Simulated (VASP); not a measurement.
# RbSnTe: relaxation of cell and atoms with PBE

Crystal: RbSnTe.

```
Rb Sn Te
1.0
     4.86858    0.00000    0.00000
     0.00000    4.86858    0.00000
     0.00000    0.00000    8.48012
Rb Sn Te
2 2 2
Direct
  0.00000 0.00000 0.00000
  0.50000 0.50000 0.00000
  0.00000 0.50000 0.35100
  0.50000 0.00000 0.64900
  0.00000 0.50000 0.72700
  0.50000 0.00000 0.27300
```

```yaml
Program: VASP 6.6.1
Task: relaxation of cell and atoms
Functional: PBE
Potentials_or_basis: VASP PAW PBE potentials, release 64 (Rb_sv, Sn_d, Te)
Cutoff: 600 eV
k_mesh: 4 × 4 × 2
Occupations: gaussian, width 0.1 eV
Spin: no spin polarisation
Dipole_correction: no
Further_INCAR_settings: ALGO = Fast; EDIFF = 1e-06; IBRION = 2; EDIFFG = -0.04; NSW = 90; ISIF = 3
```

| Item | Value |
| --- | --- |
| Relaxed volume | 36.74 Å³/atom |
| Relaxed cell | a = 5.128 Å, b = 5.128 Å, c = 8.382 Å, α = 90.00°, β = 90.00°, γ = 90.00° |
| Space group after relaxing (to 0.1 Å) | P4/nmm (No. 129) |
| Energy gained by relaxing | 146.0 meV/atom |
| Ionic steps | 15 |
| Pressure after relaxing | 0.0 GPa |
| Largest force after relaxing | 0.037 eV/Å |
| Band gap on the k mesh | zero (bands 29 and 30 overlap by 1.44 eV) |

Forces in eV/Å, atoms in the order of the input:
```
Rb   0.000  0.000  0.000
Rb   0.000  0.000  0.000
Sn   0.000  0.000  0.037
Sn   0.000  0.000 -0.037
Te   0.000  0.000  0.019
Te   0.000  0.000 -0.019
```

The path:
| step | energy change (eV) | largest force (eV/Å) | pressure (GPa) | volume (Å³) |
| --- | --- | --- | --- | --- |
| 1 | 0.0000 | 1.5383 | 3.30 | 201.01 |
| 2 | -0.4372 | 1.0880 | 0.33 | 221.72 |
| 3 | -0.5104 | 0.8772 | -0.88 | 234.37 |
| 4 | -0.6846 | 0.7256 | -0.55 | 231.72 |
| 5 | -0.7766 | 0.5134 | 0.50 | 227.66 |
| 6 | -0.7824 | 0.3442 | 0.19 | 228.60 |
| 7 | -0.7827 | 0.3777 | 0.25 | 228.42 |
| 8 | -0.8071 | 0.3272 | 0.00 | 230.51 |
| 9 | -0.8293 | 0.1937 | -0.49 | 235.22 |
| 10 | -0.8543 | 0.1545 | -0.30 | 230.21 |
| 11 | -0.8692 | 0.1183 | 0.00 | 223.98 |
| 12 | -0.8695 | 0.1291 | 0.07 | 222.87 |
| 13 | -0.8721 | 0.1461 | -0.22 | 221.93 |
| 14 | -0.8743 | 0.0648 | -0.12 | 222.32 |
| 15 | -0.8758 | 0.0371 | 0.05 | 220.44 |

Final structure:
```yaml
crystal:
  lattice:
    - [5.12818, 0.00000, 0.00000]
    - [0.00000, 5.12818, 0.00000]
    - [0.00000, 0.00000, 8.38214]
  atoms:
    - { symbol: Rb, position: [0.00000, 0.00000, 0.00000] }
    - { symbol: Rb, position: [0.50000, 0.50000, 0.00000] }
    - { symbol: Sn, position: [0.00000, 0.50000, 0.33380] }
    - { symbol: Sn, position: [0.50000, 0.00000, 0.66620] }
    - { symbol: Te, position: [0.00000, 0.50000, 0.68080] }
    - { symbol: Te, position: [0.50000, 0.00000, 0.31920] }
```

Levels at points of the mesh, in eV from the Fermi level:
```tsv
k point	band 24	band 25	band 26	band 27	band 28	band 29	band 30	band 31	band 32	band 33
(0.00, 0.00, 0.00)	-3.28	-3.28	-2.83	-2.49	-2.49	0.96	1.05	1.23	1.23	2.05
(0.50, 0.00, 0.00)	-3.46	-2.33	-2.33	-2.02	-2.02	-0.13	-0.13	-0.12	-0.12	1.14
(0.50, 0.50, 0.00)	-4.44	-3.00	-3.00	-2.99	-2.99	0.87	0.87	1.56	1.56	1.88
(0.00, 0.00, 0.50)	-3.42	-3.42	-2.39	-2.26	-2.26	-1.08	0.06	1.24	1.24	2.26
(0.50, 0.00, 0.50)	-3.21	-2.38	-2.38	-1.92	-1.92	-0.44	-0.44	0.03	0.03	0.14
(0.50, 0.50, 0.50)	-4.21	-3.37	-3.37	-3.22	-3.22	1.00	1.00	1.76	1.76	2.56
```

It took 37 min on 1 thread of Intel(R) Xeon(R) Platinum 8259CL CPU @ 2.50GHz (Skylake/Cascade Lake), on a shared host, peak memory 0.42 GiB.

Caveat: the k points lie up to 0.37 Å⁻¹ apart in the final cell, too coarse for converged energies and pressures of a metal; the highest band is partly filled, so the run has too few bands; spin-orbit coupling is left out, which moves the levels of the heavy elements.
